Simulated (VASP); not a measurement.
A run of VASP 6.6.1 is set up as follows.

INCAR

```
PREC = Accurate
ENCUT = 520
EDIFF = 1E-8
ISMEAR = -1
SIGMA = 0.05
LREAL = False
LASPH = True
NELM = 60
ALGO = Normal
ISIF = 2
LWAVE = False
LCHARG = False
GGA = PE
LEFG = True
NBANDS = 20
```

The input KPOINTS:

```
Automatic mesh
0
Gamma
  13 13 13
```

POSCAR

```
MoS2
1.0
    1.6125180425      0.9309877259      6.2434257839
   -1.6125180425      0.9309877259      6.2434257839
    0.0000000000     -1.8619754517      6.2434257839
Mo S
1 2
Direct
    0.0000000000      0.0000000000      0.0000000000
    0.7484000000      0.7484000000      0.7484000000
    0.5849000000      0.5849000000      0.5849000000
```

Potentials or basis: VASP PAW PBE potentials, release 64 (Mo_sv, S).

The run is started by

```sh
$ cat potpaw_PBE.64/Mo_sv/POTCAR potpaw_PBE.64/S/POTCAR > POTCAR
$ mpirun -np 1 vasp_std > vasp.out
```

Task: What does it give for the largest force?

Result: 0.262 eV/Å.

Task: What does it give for the band gap on the k mesh?

Result: 0.76 eV (least direct gap 1.68 eV).

Task: Predict the pressure.

Result: 0.0 GPa.

Electric field gradients, principal values (V/Å²):
```
atom   least  middle  greatest (by size)
1 Mo  43.401  43.401             -86.803
 2 S  29.299  29.299             -58.597
 3 S  28.765  28.765             -57.529
```

Caveat: the stress differs along the axes, from -2 to 4 GPa; without QUAD_EFG the Cq values of the log hold for a quadrupole moment of 1 mb, not for the nuclei. A k mesh can miss the band edges.
